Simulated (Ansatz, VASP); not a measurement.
**Ru in VASP and in Ansatz**

INCAR

```
  PREC = Accurate
  ENCUT = 520
  EDIFF = 1E-6
  ISMEAR = 0
  SIGMA = 1.0
  LREAL = F
  LASPH = T
  NELM = 100
  ALGO = Normal
  ISIF = 2
  LWAVE = F
  LCHARG = F
  GGA = CA
  NBANDS = 21
```

The input KPOINTS:

```
Automatic mesh
0
Gamma
  13 13 8
```

Contents of POSCAR:

```
Ru
1.0
    2.6775346364      0.0000000000      0.0000000000
   -1.3387673182      2.3188130146      0.0000000000
    0.0000000000      0.0000000000      4.2181251212
Ru
2
Direct
    0.3333333333      0.6666666667      0.2500000000
    0.6666666667      0.3333333333      0.7500000000
```

Input for Ansatz:

```yaml
crystal:
  lattice:
    - [2.6775346364, 0.0, 0.0]
    - [-1.3387673182, 2.3188130146, 0.0]
    - [0.0, 0.0, 4.2181251212]
  atoms:
    - { symbol: Ru, position: [0.3333333333, 0.6666666667, 0.25] }
    - { symbol: Ru, position: [0.6666666667, 0.3333333333, 0.75] }
hamiltonian:
  xc: lda
  pseudopotentials:
    kind: paw
    azcp:
      Ru: "pseudopotentials/Ru.paw.azcp"
basis:
  ecutwfc: 420
  fft_grid_basis: typed
kpoints:
  mp_grid: { grid: [13, 13, 8], shift: [0, 0, 0] }
magnetization:
  spin_polarized: false
scf:
  occupations: { method: gaussian, width: 1.0 }
  lower_state_search: "off"
output:
  stress: true
```

Alike in both runs: task single point; functional LDA; k mesh 13 × 13 × 8; occupations gaussian, width 1 eV; no spin polarisation.

|  | VASP | Ansatz |
| --- | --- | --- |
| version | VASP 6.6.1 | Ansatz 0.2.0 |
| potentials or method | VASP PAW LDA potentials, release 64 (Ru_pv), cutoff 520 eV | plane waves (420 eV) with PAW, scalar-relativistic |
| valence electrons in the cell | 28 | 32 |

VASP gave:

- pressure (GPa): 5.2
- traceless stress, the component that is largest in VASP (GPa): 1.92

Which values does Ansatz return?

Pressure (GPa): 4.2; traceless stress, the component that is largest in VASP (GPa): 1.86.

Ansatz warns that its potentials were made for another functional, while VASP's fit it. LDA's correlation is that of Perdew and Zunger in VASP and of Perdew and Wang (1992) in Ansatz. VASP's potentials hold 28 valence electrons a cell and Ansatz's 32, so a difference there can come from the potentials and not from the codes.
